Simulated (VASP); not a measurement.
# BaMg2N2 (I4/mcm) in VASP: single point with PBEsol

Aim: the single point of BaMg2N2 with PBEsol.

All numbers are computed with VASP 6.6.1; they aren't measurements. Logs are shortened: lines on timing, memory, paths and dates and some standing lists are left out, and cuts for length are marked.

### Step 1. The cell of the first run

The structure is tetragonal, space group I4/mcm (No. 140). Conventional cell: a = 6.843 Å, b = 6.843 Å, c = 7.462 Å, α = 90.00°, β = 90.00°, γ = 90.00°. Within 4.2 Å of Ba (site symmetry 422) lie 8 N at 3.16 Å and 8 Mg at 3.27 Å and 2 Ba at 3.73 Å. Mg (site symmetry m2m) has 3 N at 1.97 to 2.04 Å and 1 Mg at 2.48 Å within 2.6 Å. N (site symmetry m2m) has 3 Mg at 1.97 to 2.04 Å within 2.6 Å.

### Step 2. Single point, PBEsol

The input, INCAR:

```
SYSTEM = BaMg2N2
PREC = Accurate
ENCUT = 520
EDIFF = 1E-7
ISMEAR = 0
SIGMA = 0.02
LREAL = .FALSE.
LASPH = .TRUE.
NELM = 80
ALGO = Normal
ISIF = 2
LWAVE = .FALSE.
LCHARG = .FALSE.
GGA = PS
NBANDS = 35
```

The input, KPOINTS:

```
Automatic mesh
0
G
  6 6 6
  0 0 0
```

The input, POSCAR:

```
BaMg2N2
1.0
   -3.4212763408      3.4212763408      3.7310619889
    3.4212763408     -3.4212763408      3.7310619889
    3.4212763408      3.4212763408     -3.7310619889
Ba Mg N
2 4 4
Direct
    0.2500000000      0.2500000000      0.0000000000
    0.7500000000      0.7500000000      0.0000000000
    0.8716431770      0.3716431770      0.2432863541
    0.1283568230      0.6283568230      0.7567136459
    0.3716431770      0.1283568230      0.5000000000
    0.6283568230      0.8716431770      0.5000000000
    0.3321998619      0.8321998619      0.1643997238
    0.6678001381      0.1678001381      0.8356002762
    0.8321998619      0.6678001381      0.5000000000
    0.1678001381      0.3321998619      0.5000000000
```

Potentials or basis: VASP PAW PBE potentials, release 64 (Ba_sv, Mg, N).

On the command line:

```
$ cat potpaw_PBE.64/Ba_sv/POTCAR potpaw_PBE.64/Mg/POTCAR potpaw_PBE.64/N/POTCAR > POTCAR
$ mpirun -np 1 vasp_std > vasp.out
```

OUTCAR:

```text
SYSTEM = BaMg2N2
   PREC = Accurate
   ENCUT = 520
   EDIFF = 1E-7
   ISMEAR = 0
   LREAL = .FALSE.
   LASPH = .TRUE.
   NELM = 80
   ISIF = 2
   GGA = PS

 ion  position               nearest neighbor table
   1  0.250  0.250  0.000-   7 3.16   7 3.16   8 3.16  10 3.16  10 3.16   8 3.16   9 3.16   9 3.16
                             3 3.27   4 3.27   6 3.27   5 3.27   5 3.27   6 3.27   3 3.27   4 3.27
   2  0.750  0.750  0.000-   7 3.16   7 3.16   8 3.16   9 3.16   9 3.16   8 3.16  10 3.16  10 3.16
                             4 3.27   3 3.27   5 3.27   5 3.27   6 3.27   6 3.27   3 3.27   4 3.27
   3  0.872  0.372  0.243-   8 1.97   9 2.04  10 2.04   4 2.48   2 3.27   1 3.27   2 3.27   1 3.27

   4  0.128  0.628  0.757-   7 1.97   9 2.04  10 2.04   3 2.48   2 3.27   1 3.27   1 3.27   2 3.27

   5  0.372  0.128  0.500-  10 1.97   8 2.04   7 2.04   6 2.48   2 3.27   1 3.27   1 3.27   2 3.27

   6  0.628  0.872  0.500-   9 1.97   8 2.04   7 2.04   5 2.48   1 3.27   2 3.27   2 3.27   1 3.27

   7  0.332  0.832  0.164-   4 1.97   5 2.04   6 2.04   2 3.16   1 3.16   1 3.16   2 3.16
   8  0.668  0.168  0.836-   3 1.97   5 2.04   6 2.04   2 3.16   1 3.16   2 3.16   1 3.16
   9  0.832  0.668  0.500-   6 1.97   4 2.04   3 2.04   2 3.16   2 3.16   1 3.16   1 3.16
  10  0.168  0.332  0.500-   5 1.97   4 2.04   3 2.04   1 3.16   1 3.16   2 3.16   2 3.16

  LATTYP: Found a body centered tetragonal cell.
 ALAT       =     6.8425526816
 C/A-ratio  =     1.0905468069

  Lattice vectors:

 A1 = (  -3.4212763408,   3.4212763408,   3.7310619889)
 A2 = (   3.4212763408,  -3.4212763408,   3.7310619889)
 A3 = (   3.4212763408,   3.4212763408,  -3.7310619889)

Analysis of symmetry for initial positions (statically):
=====================================================================
 Subroutine PRICEL returns:
 Original cell was already a primitive cell.

 Routine SETGRP: Setting up the symmetry group for a
 body centered tetragonal supercell.

 Subroutine GETGRP returns: Found 16 space group operations
 (whereof  8 operations were pure point group operations)
 out of a pool of 16 trial point group operations.

The static configuration has the point symmetry C_4h.
 The point group associated with its full space group is D_4h.

Analysis of symmetry for dynamics (positions and initial velocities):
=====================================================================
 Subroutine PRICEL returns:
 Original cell was already a primitive cell.

 Routine SETGRP: Setting up the symmetry group for a
 body centered tetragonal supercell.

 Subroutine GETGRP returns: Found 16 space group operations
 (whereof  8 operations were pure point group operations)
 out of a pool of 16 trial point group operations.

[... 125 lines left out ...]
   POTIM  = 0.5000    time-step for ionic-motion
   TEBEG  =    0.0;   TEEND  =   0.0 temperature during run
   PSTRESS=    0.0 pullay stress
   NELECT =      48.0000    total number of electrons
   NUPDOWN=      -1.0000    fix difference up-down
   EMIN   =  10.00;   EMAX   =-10.00  energy-range for DOS
   EFERMI =   0.00;   METHOD = LEGACY
   ISMEAR =     0;   SIGMA  =   0.02  broadening in eV -4-tet -1-fermi 0-gaus
   EFERMI_NEDOS =   21; number of points for ismear=-14 and -15
   IALGO  =     38    algorithm
   IMIX   =      4    mixing-type and parameters
     AMIX     =   0.40;   BMIX     =  1.00
     AMIX_MAG =   1.60;   BMIX_MAG =  1.00
  volume/ion in A,a.u.               =      17.47       117.89
  Fermi-wavevector in a.u.,A,eV,Ry     =   1.064304  2.011243 15.411901  1.132743
  Thomas-Fermi vector in A             =   2.199818
   LORBIT       =      0    0 simple, 1 ext, 2 COOP (PROOUT), +10 PAW based schemes
   GGA     = PS    functional components
   LHFCALC =     F    Hartree Fock is set to
   AEXX    =    0.0000 exact exchange contribution
   IVDW    =     0    specifies the selected vdW correction
   LEPSILON=     F    determine dielectric tensor
   LRPA    =     F    only Hartree local field effects (RPA)
 non-spin polarized calculation
 Gauss-broadening in eV      SIGMA  =   0.02
  energy-cutoff  :      520.00
  volume of cell :      174.69
 maximum number of plane-waves:      4725
 NGX is ok and might be reduce to    48
   NGX = 23   NGY = 23   NGZ = 23

 number of electron      47.9999998 magnetization

 Free energy of the ion-electron system (eV)
  ---------------------------------------------------
  ext. energy  EPLUGINS =         0.00000000
  ---------------------------------------------------
  free energy    TOTEN  =       -50.58524381 eV

  energy without entropy =      -50.58524381  energy(sigma->0) =      -50.58524381

 E-fermi :   2.3571     XC(G=0):  -9.6659

 val. band max:        2.1775906604   @ k =   0.0000   0.0000   0.0000
 cond. band min:       3.4211629061   @ k =   0.0000   0.0000   0.0000
 fundamental gap:      1.2435722457
 Fermi energy:         2.3571289158

 k-point     1 :       0.0000    0.0000    0.0000
  band No.  band energies     occupation
      1     -24.6630      2.00000
      2     -24.5265      2.00000
      3     -10.6243      2.00000
      4     -10.0288      2.00000
      5     -10.0288      2.00000
      6      -9.8691      2.00000
[... 901 lines left out ...]
     34       7.9341      0.00000
     35       8.4332      0.00000

 [... further k-points ...]
[... 5 lines left out ...]
  --------------------------------------------------------------------------------------
  -------------------------------------------------------------------------------------
  Total        0.6430859      0.6430859      0.7774001      0.0000000     -0.0000000      0.0000000
  in kB        5.8980815      5.8980815      7.1299490      0.0000000     -0.0000000      0.0000000
  external PRESSURE =       6.3087040 kB  Pullay stress =       0.0000000 kB

 VOLUME and BASIS-vectors are now :
 -----------------------------------------------------------------------------
  energy-cutoff  :      520.00
  volume of cell :      174.69
      direct lattice vectors                 reciprocal lattice vectors
    -3.421276341  3.421276341  3.731061989     0.000000000  0.146144289  0.134010103
     3.421276341 -3.421276341  3.731061989     0.146144289  0.000000000  0.134010103
     3.421276341  3.421276341 -3.731061989     0.146144289  0.146144289  0.000000000

 POSITION                                       TOTAL-FORCE (eV/Angst)
 -----------------------------------------------------------------------------------
      0.00000      0.00000      1.86553         0.000000     -0.000000     -0.000000
      0.00000      0.00000      5.59659         0.000000     -0.000000     -0.000000
     -0.87829      2.54299      3.73106         0.011658      0.011658      0.000000
      4.29956      0.87829      0.00000        -0.011658     -0.011658     -0.000000
      0.87829      2.54299      0.00000        -0.011658      0.011658     -0.000000
      2.54299      0.87829      3.73106         0.011658     -0.011658      0.000000
      2.27310     -1.14818      3.73106         0.020312      0.020312     -0.000000
      1.14818      4.56946     -0.00000        -0.020312     -0.020312      0.000000
      1.14818      2.27310      3.73106        -0.020312      0.020312      0.000000
      2.27310      1.14818      0.00000         0.020312     -0.020312      0.000000
 -----------------------------------------------------------------------------------
    total drift:                               -0.000000     -0.000000      0.000000

  FREE ENERGIE OF THE ION-ELECTRON SYSTEM (eV)
  ---------------------------------------------------
  free  energy   TOTEN  =       -50.5852438147 eV

  energy  without entropy=      -50.5852438147  energy(sigma->0) =      -50.58524381
```

stdout:

```text
POSCAR found type information on POSCAR BaMgN
 POSCAR found :  3 types and      10 ions
 scaLAPACK will be used
 -----------------------------------------------------------------------------
|                                                                             |
|                                                                             |
|     You enforced a specific xc type in the INCAR file but a different       |
|     I HOPE YOU KNOW WHAT YOU ARE DOING!                                     |
|                                                                             |
 -----------------------------------------------------------------------------

 LDA part: xc-table for (Slater+PW92), standard interpolation
 POSCAR, INCAR and KPOINTS ok, starting setup
 FFT: planning ... GRIDC
 FFT: planning ... GRID_SOFT
 FFT: planning ... GRID
 WAVECAR not read
 entering main loop
```

Wall time 2 min (1 thread of Intel Xeon 6975P-C (Granite Rapids), shared host); peak memory 0.42 GiB.

Results:

| Quantity | Value |
| --- | --- |
| Free energy | -50.5852 eV |
| Pressure | 0.6 GPa |
| Largest force | 0.029 eV/Å |
| Band gap on the k mesh | 1.24 eV, direct |

Forces in eV/Å, atoms in the order of the input:
```
Ba   0.000  0.000  0.000
Ba   0.000  0.000  0.000
Mg   0.012  0.012  0.000
Mg  -0.012 -0.012  0.000
Mg  -0.012  0.012  0.000
Mg   0.012 -0.012  0.000
N    0.020  0.020  0.000
N   -0.020 -0.020  0.000
N   -0.020  0.020  0.000
N    0.020 -0.020  0.000
```

Stress tensor (GPa, compression positive):
```
0.59 0.00 0.00
0.00 0.59 0.00
0.00 0.00 0.71
```

Caveat: the PAW data sets were made with another functional, which shifts forces and pressure a little; spin-orbit coupling is left out, which moves the levels of the heavy elements. As with any semilocal functional, this PBEsol gap is likely too small.
